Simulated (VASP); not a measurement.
Write the native input for VASP 6.6.1 that does the following.

```
Task                   : single point
Functional             : PBEsol
Potentials or basis    : VASP PAW PBE potentials, release 64 (Mg, Li_sv)
Cutoff                 : 520 eV
k mesh                 : 3 × 2 × 3
Occupations            : fermi-dirac, width 0.1 eV
Spin                   : no spin polarisation
Dipole correction      : no
Further INCAR settings : ALGO = Normal; EDIFF = 1e-06; NBANDS = 26
```

The structure of LiMg12 (a cell with a defect) lies in POSCAR:

```
LiMg12
1.0
    6.4200000000      0.0000000000      0.0000000000
   -4.8150000000      8.3398250000      0.0000000000
    0.0000000000      0.0000000000      5.2130400000
Mg Li
12 1
Direct
   -0.0630511235     -0.0506725261     -0.1074996547
    0.1937064945      0.1888049210      0.5716050519
   -0.0385171010      0.3371173856      0.0781693599
    0.1806901121      0.5548557674      0.5441162930
   -0.0169201660      0.6627357289      0.0153269493
    0.1855467870      0.8752461832      0.4366933689
    0.4932794529     -0.0182857554     -0.0427965256
    0.6895526100      0.2658209255      0.5915166582
    0.4811497269      0.4427790751     -0.0246880899
    0.6806755029      0.5468819789      0.4856283474
    0.5276092781      0.7097511039      0.0928057333
    0.7589097166      1.0095535578      0.3947792459
    0.4136141521      0.1724616524      0.1538257907
```

The input as run:

INCAR

```
PREC = Accurate
ENCUT = 520
EDIFF = 1E-6
ISMEAR = -1
SIGMA = 0.1
LREAL = False
LASPH = True
NELM = 100
ALGO = Normal
ISIF = 2
LWAVE = False
LCHARG = True
GGA = PS
LELF = True
LVHAR = True
NBANDS = 26
```

KPOINTS

```
regular mesh
0
Gamma
  3 2 3
```

Potentials or basis: VASP PAW PBE potentials, release 64 (Mg, Li_sv).

Launch:

```console
$ cat potpaw_PBE.64/Mg/POTCAR potpaw_PBE.64/Li_sv/POTCAR > POTCAR
$ mpirun -np 1 vasp_std > vasp.out
```

Results of the run:

```
Largest force : 1.707 eV/Å
```

Caveat: the k points lie up to 0.40 Å⁻¹ apart; the PAW data sets were made with another functional, which shifts forces and pressure a little.

Wall time 97 s on 1 thread of AMD EPYC 7R43 64-Core Processor (Zen 3), with other jobs on the host, peak memory 0.33 GiB.
